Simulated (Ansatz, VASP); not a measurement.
NaI: VASP beside Ansatz

File POSCAR:

```
NaI
1.0
    0.0121365000      3.2364000000      3.2364000000
    3.2485365000      0.0000000000      3.2485365000
    3.2364000000      3.2364000000      0.0121365000
Na I
1 1
Direct
    0.0000000000      0.0000000000      0.0000000000
    0.5000000000      0.5000000000      0.5000000000
```

The input INCAR.step1:

```
PREC = Accurate
ENCUT = 520
ISMEAR = 0
SIGMA = 0.05
LREAL = F
LASPH = T
NELM = 100
NBANDS = 14
GGA = PE
ALGO = Normal
EDIFF = 1E-4
LWAVE = T
LCHARG = F
```

Contents of INCAR.step2:

```
PREC = Accurate
ENCUT = 520
EDIFF = 1E-6
ISMEAR = 0
SIGMA = 0.05
LREAL = F
LASPH = T
NELM = 100
ALGO = Normal
ISIF = 2
LWAVE = F
LCHARG = F
METAGGA = R2SCAN
LMIXTAU = T
NBANDS = 14
ISTART = 1
```

KPOINTS

```
Automatic mesh
0
Gamma
  6 6 6
```

Input for Ansatz:

```yaml
crystal:
  lattice:
    - [0.0121365, 3.2364, 3.2364]
    - [3.2485365, 0.0, 3.2485365]
    - [3.2364, 3.2364, 0.0121365]
  atoms:
    - { symbol: Na, position: [0.0, 0.0, 0.0] }
    - { symbol: I, position: [0.5, 0.5, 0.5] }
basis:
  ecutwfc: 500
kpoints:
  mp_grid: { grid: [6, 6, 6] }
hamiltonian:
  xc: r2scan
scf:
  occupations: { method: gaussian, width: 0.05 }
output:
  forces: true
  stress: true
  eigenvalues: true
```

Change from the starting cell: strain +0.0075 x Voigt [0, 0, 0, 0, 1, 0], atoms carried along.

Alike in both runs: task single point; functional r2SCAN; k mesh 6 × 6 × 6; occupations gaussian, width 0.05 eV; no spin polarisation.

|  | VASP | Ansatz |
| --- | --- | --- |
| version | VASP 6.6.1 | Ansatz 0.2.0 |
| potentials or method | VASP PAW PBE potentials, release 64 (Na_pv, I), cutoff 520 eV | scalar-relativistic, plane waves, PAW |
| valence electrons in the cell | 14 | 26 |

VASP gave:

| Item | Value |
| --- | --- |
| gap on the k mesh at the Fermi level (eV) | 4.42 |
| least direct gap on the mesh (eV) | 4.42 |
| pressure (GPa) | -0.2 |
| traceless stress, the component that is largest in VASP (GPa) | -0.06 |

Estimate Ansatz's values.

gap on the k mesh at the Fermi level (eV): 4.41; least direct gap on the mesh (eV): 4.41; pressure (GPa): -0.1; traceless stress, the component that is largest in VASP (GPa): -0.06.

VASP's potentials were made for PBE, not for r2SCAN. VASP's potentials hold 14 valence electrons a cell and Ansatz's 26, so a difference there can come from the potentials and not from the codes.

Neither program's run includes spin-orbit coupling.
